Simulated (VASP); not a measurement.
# Si (P6_522) in VASP: notebook

Si is run at these levels: PBE; tasks: single point, relaxation of cell and atoms.

Program: VASP 6.6.1. These are calculated values, not measurements. Logs are shortened: lines on timing, memory, paths and dates and some standing lists are left out, and cuts for length are marked.

## 1. The cell of the first run

It takes space group P6_522 (No. 179, hexagonal). Conventional cell: a = 7.063 Å, b = 7.063 Å, c = 4.799 Å, α = 90.00°, β = 90.00°, γ = 120.00°. Within 2.9 Å of Si (site symmetry 2) lie 4 Si at 2.20 to 2.21 Å. Si (site symmetry 2) has 4 Si at 2.21 to 2.25 Å within 2.9 Å.

The cell was generated, and may not be a known phase.

## 2. Single point, PBE

INCAR

```
PREC = Accurate
ENCUT = 520
EDIFF = 1E-6
ISMEAR = 0
SIGMA = 0.1
LREAL = False
LASPH = True
NELM = 80
ALGO = Normal
ISIF = 2
LWAVE = False
LCHARG = False
GGA = PE
NBANDS = 36
```

KPOINTS

```
regular mesh
0
Gamma
  3 3 4
```

POSCAR

```
Si
1.0
    7.0629654800      0.0000000000      0.0000000000
   -3.5314827400      6.1167075400      0.0000000000
    0.0000000000      0.0000000000      4.7994943600
Si
12
Direct
    0.2898411700      0.0000000000      0.0000000000
    0.0000000000      0.2898411700      0.6666666700
    0.7101588300      0.7101588300      0.3333333300
    0.7101588300      0.0000000000      0.5000000000
    0.0000000000      0.7101588300      0.1666666700
    0.2898411700      0.2898411700      0.8333333300
    0.4082289600      0.8164579300      0.7500000000
    0.1835420700      0.5917710400      0.4166666700
    0.4082289600      0.5917710400      0.0833333300
    0.5917710400      0.1835420700      0.2500000000
    0.8164579300      0.4082289600      0.9166666700
    0.5917710400      0.4082289600      0.5833333300
```

Potentials or basis: VASP PAW PBE potentials, release 64 (Si).

Run with:

```console
$ cat potpaw_PBE.64/Si/POTCAR > POTCAR
$ mpirun -np 1 vasp_std > vasp.out
```

OUTCAR:

```text
PREC = Accurate
   ENCUT = 520
   EDIFF = 1E-6
   ISMEAR = 0
   LREAL = False
   LASPH = True
   NELM = 80
   ISIF = 2
   GGA = PE

 ion  position               nearest neighbor table
   1  0.290  0.000  0.000-   5 2.20   6 2.20   7 2.21  10 2.21
   2  0.000  0.290  0.667-   6 2.20   4 2.20  11 2.21   8 2.21
   3  0.710  0.710  0.333-   5 2.20   4 2.20   9 2.21  12 2.21
   4  0.710  0.000  0.500-   2 2.20   3 2.20  10 2.21   7 2.21
   5  0.000  0.710  0.167-   3 2.20   1 2.20   8 2.21  11 2.21
   6  0.290  0.290  0.833-   2 2.20   1 2.20  12 2.21   9 2.21
   7  0.408  0.816  0.750-   1 2.21   4 2.21   8 2.25   9 2.25
   8  0.184  0.592  0.417-   5 2.21   2 2.21   7 2.25   9 2.25
   9  0.408  0.592  0.083-   3 2.21   6 2.21   7 2.25   8 2.25
  10  0.592  0.184  0.250-   4 2.21   1 2.21  11 2.25  12 2.25
  11  0.816  0.408  0.917-   2 2.21   5 2.21  10 2.25  12 2.25
  12  0.592  0.408  0.583-   6 2.21   3 2.21  10 2.25  11 2.25

  LATTYP: Found a hexagonal cell.
 ALAT       =     7.0629654800
 C/A-ratio  =     0.6795296358

  Lattice vectors:

 A1 = (   7.0629654800,   0.0000000000,   0.0000000000)
 A2 = (  -3.5314827400,   6.1167075400,   0.0000000000)
 A3 = (   0.0000000000,   0.0000000000,   4.7994943600)

Analysis of symmetry for initial positions (statically):
=====================================================================
 Subroutine PRICEL returns:
 Original cell was already a primitive cell.

 Routine SETGRP: Setting up the symmetry group for a
 hexagonal supercell.

 Subroutine GETGRP returns: Found 12 space group operations
 (whereof  2 operations were pure point group operations)
 out of a pool of 24 trial point group operations.

The static configuration has the point symmetry C_2 .
 The point group associated with its full space group is D_6 .

Analysis of symmetry for dynamics (positions and initial velocities):
=====================================================================
 Subroutine PRICEL returns:
 Original cell was already a primitive cell.

 Routine SETGRP: Setting up the symmetry group for a
 hexagonal supercell.

 Subroutine GETGRP returns: Found 12 space group operations
 (whereof  2 operations were pure point group operations)
 out of a pool of 24 trial point group operations.

The dynamic configuration has the point symmetry C_2 .
[... 112 lines left out ...]
   POTIM  = 0.5000    time-step for ionic-motion
   TEBEG  =    0.0;   TEEND  =   0.0 temperature during run
   PSTRESS=    0.0 pullay stress
   NELECT =      48.0000    total number of electrons
   NUPDOWN=      -1.0000    fix difference up-down
   EMIN   =  10.00;   EMAX   =-10.00  energy-range for DOS
   EFERMI =   0.00;   METHOD = LEGACY
   ISMEAR =     0;   SIGMA  =   0.10  broadening in eV -4-tet -1-fermi 0-gaus
   EFERMI_NEDOS =   21; number of points for ismear=-14 and -15
   IALGO  =     38    algorithm
   IMIX   =      4    mixing-type and parameters
     AMIX     =   0.40;   BMIX     =  1.00
     AMIX_MAG =   1.60;   BMIX_MAG =  1.00
  volume/ion in A,a.u.               =      17.28       116.60
  Fermi-wavevector in a.u.,A,eV,Ry     =   1.005206  1.899564 13.747863  1.010439
  Thomas-Fermi vector in A             =   2.137871
   LORBIT       =      0    0 simple, 1 ext, 2 COOP (PROOUT), +10 PAW based schemes
   GGA     = PE    functional components
   LHFCALC =     F    Hartree Fock is set to
   AEXX    =    0.0000 exact exchange contribution
   IVDW    =     0    specifies the selected vdW correction
   LEPSILON=     F    determine dielectric tensor
   LRPA    =     F    only Hartree local field effects (RPA)
 non-spin polarized calculation
 Gauss-broadening in eV      SIGMA  =   0.10
  energy-cutoff  :      520.00
  volume of cell :      207.35
 maximum number of plane-waves:      5613
 NGX is ok and might be reduce to    54
   NGX = 27   NGY = 27   NGZ = 17

 number of electron      48.0000003 magnetization

 Free energy of the ion-electron system (eV)
  ---------------------------------------------------
  ext. energy  EPLUGINS =         0.00000000
  ---------------------------------------------------
  free energy    TOTEN  =       -60.69095994 eV

  energy without entropy =      -60.69095994  energy(sigma->0) =      -60.69095994

 E-fermi :   7.2415     XC(G=0):  -9.8976

 val. band max:        6.8408040072   @ k =   0.0000   0.0000   0.5000
 cond. band min:       7.6424834784   @ k =   0.3333   0.3333   0.0000
 fundamental gap:      0.8016794712
 Fermi energy:         7.2414782685

 k-point     1 :       0.0000    0.0000    0.0000
  band No.  band energies     occupation
      1      -6.1013      2.00000
      2      -3.2711      2.00000
      3      -2.6363      2.00000
      4      -2.6363      2.00000
      5      -2.6062      2.00000
      6      -2.6062      2.00000
[... 340 lines left out ...]
     35      11.8125      0.00000
     36      11.8125      0.00000

------------------------ aborting loop because EDIFF is reached ----------------------------------------

  FORCE on cell =-STRESS in cart. coord.  units (eV):
  Direction    XX          YY          ZZ          XY          YZ          ZX
  --------------------------------------------------------------------------------------
  -------------------------------------------------------------------------------------
  Total       33.4222725     33.4222726     31.6566676      0.0000000     -0.0000000     -0.0000000
  in kB      258.2535340    258.2535347    244.6107239      0.0000000     -0.0000000     -0.0000000
  external PRESSURE =     253.7059308 kB  Pullay stress =       0.0000000 kB

 VOLUME and BASIS-vectors are now :
 -----------------------------------------------------------------------------
  energy-cutoff  :      520.00
  volume of cell :      207.35
      direct lattice vectors                 reciprocal lattice vectors
     7.062965480  0.000000000  0.000000000     0.141583589  0.081743323  0.000000000
    -3.531482740  6.116707540  0.000000000     0.000000000  0.163486646  0.000000000
     0.000000000  0.000000000  4.799494360     0.000000000  0.000000000  0.208355282

 POSITION                                       TOTAL-FORCE (eV/Angst)
 -----------------------------------------------------------------------------------
      2.04714      0.00000      0.00000        -0.741094      0.000000     -0.000000
     -1.02357      1.77287      3.19966         0.370547     -0.641806      0.000000
      2.50791      4.34383      1.59983         0.370547      0.641806      0.000000
      5.01583      0.00000      2.39975         0.741094      0.000000     -0.000000
     -2.50791      4.34383      0.79992        -0.370547      0.641806     -0.000000
      1.02357      1.77287      3.99958        -0.370547     -0.641806     -0.000000
     -0.00000      4.99403      3.59962         0.000000      0.198294     -0.000000
     -0.79348      3.61969      1.99979        -0.171728     -0.099147     -0.000000
      0.79348      3.61969      0.39996         0.171728     -0.099147     -0.000000
      3.53148      1.12267      1.19987        -0.000000     -0.198294     -0.000000
      4.32496      2.49702      4.39954         0.171728      0.099147      0.000000
      2.73800      2.49702      2.79971        -0.171728      0.099147      0.000000
 -----------------------------------------------------------------------------------
    total drift:                               -0.000000      0.000000     -0.000005

  FREE ENERGIE OF THE ION-ELECTRON SYSTEM (eV)
  ---------------------------------------------------
  free  energy   TOTEN  =       -60.6909599365 eV

  energy  without entropy=      -60.6909599358  energy(sigma->0) =      -60.69095994
```

It took 51 s on 1 thread of Intel Xeon Platinum 8488C (Sapphire Rapids), shared host; peak memory 0.3 GiB.

What came out:

- Free energy: -60.6910 eV
- Pressure: 25.4 GPa
- Largest force: 0.741 eV/Å
- Band gap on the k mesh: 0.80 eV (least direct gap 0.83 eV)

Forces on the atoms (eV/Å):
```
Si  -0.741  0.000  0.000
Si   0.371 -0.642  0.000
Si   0.371  0.642  0.000
Si   0.741  0.000  0.000
Si  -0.371  0.642  0.000
Si  -0.371 -0.642  0.000
Si   0.000  0.198  0.000
Si  -0.172 -0.099  0.000
Si   0.172 -0.099  0.000
Si   0.000 -0.198  0.000
Si   0.172  0.099  0.000
Si  -0.172  0.099  0.000
```

Stress tensor (GPa, compression positive):
```
25.83  0.00  0.00
 0.00 25.83  0.00
 0.00  0.00 24.46
```

Levels at points of the mesh, in eV from the valence-band top:
| k point | band 21 | band 22 | band 23 | band 24 | band 25 | band 26 | band 27 | band 28 |
| --- | --- | --- | --- | --- | --- | --- | --- | --- |
| (0.00, 0.00, 0.00) | -1.78 | -1.13 | -1.13 | -0.59 | 1.04 | 1.43 | 1.43 | 1.93 |
| (0.00, 0.00, 0.50) | -1.05 | -1.05 | 0.00 | 0.00 | 1.73 | 1.73 | 2.60 | 2.60 |

Caveat: the cell stands under pressure. A k mesh can miss the band edges.

## 3. Single point, PBE

This run uses another cell than the first one, of 21.11 Å³/atom.

INCAR

```
SYSTEM = Si
ALGO = Normal
EDIFF = 1E-6
ENCUT = 520
GGA = PE
ISIF = 2
ISMEAR = 0
LASPH = .TRUE.
LCHARG = .TRUE.
LELF = .TRUE.
LREAL = .FALSE.
LVHAR = .TRUE.
LWAVE = .FALSE.
NBANDS = 36
NELM = 60
PREC = Accurate
SIGMA = 0.1
```

KPOINTS

```
k-points
0
G
  3 3 4
  0 0 0
```

POSCAR

```
Si
1.0
    7.4986610948      0.0000000000      0.0000000000
   -3.7493305474      6.4940310024      0.0000000000
    0.0000000000      0.0000000000      5.2028909277
Si
12
Direct
    0.2899720553      0.0000000000      0.0000000000
    0.0000000000      0.2899720553      0.6666666667
    0.7100279447      0.7100279447      0.3333333333
    0.7100279447      0.0000000000      0.5000000000
    0.0000000000      0.7100279447      0.1666666667
    0.2899720553      0.2899720553      0.8333333333
    0.4081238735      0.8162477470      0.7500000000
    0.1837522530      0.5918761265      0.4166666667
    0.4081238735      0.5918761265      0.0833333333
    0.5918761265      0.1837522530      0.2500000000
    0.8162477470      0.4081238735      0.9166666667
    0.5918761265      0.4081238735      0.5833333333
```

Potentials or basis: VASP PAW PBE potentials, release 64 (Si).

Run with:

```console
$ cat potpaw_PBE.64/Si/POTCAR > POTCAR
$ mpirun -np 1 vasp_std > vasp.out
```

Run time: 62 s. Hardware: 1 thread of Intel Xeon Platinum 8488C (Sapphire Rapids), shared host; peak memory 0.34 GiB.

The run converged. Its results:

```yaml
Free_energy: -63.7538 eV
Pressure: 0.0 GPa
Largest_force: 0.008 eV/Å
Band_gap_on_the_k_mesh: 1.05 eV
```

Forces in eV/Å, atoms in the order of the input:
```
Si   0.008  0.000  0.000
Si  -0.004  0.007  0.000
Si  -0.004 -0.007  0.000
Si  -0.008  0.000  0.000
Si   0.004 -0.007  0.000
Si   0.004  0.007  0.000
Si   0.000 -0.004  0.000
Si   0.003  0.002  0.000
Si  -0.003  0.002  0.000
Si   0.000  0.004  0.000
Si  -0.003 -0.002  0.000
Si   0.003 -0.002  0.000
```

Stress tensor (GPa, compression positive):
```
-0.05  0.00  0.00
 0.00 -0.05  0.00
 0.00  0.00  0.06
```

Levels at points of the mesh, in eV from the valence-band top:
```
           k point  band 22  band 23  band 24  band 25  band 26  band 27
(0.00, 0.00, 0.00)    -0.72    -0.72    -0.36     1.46     1.69     1.69
(0.00, 0.00, 0.50)    -0.73    -0.02    -0.02     1.87     1.87     2.47
```

(Part 1 of 2 ends here.)
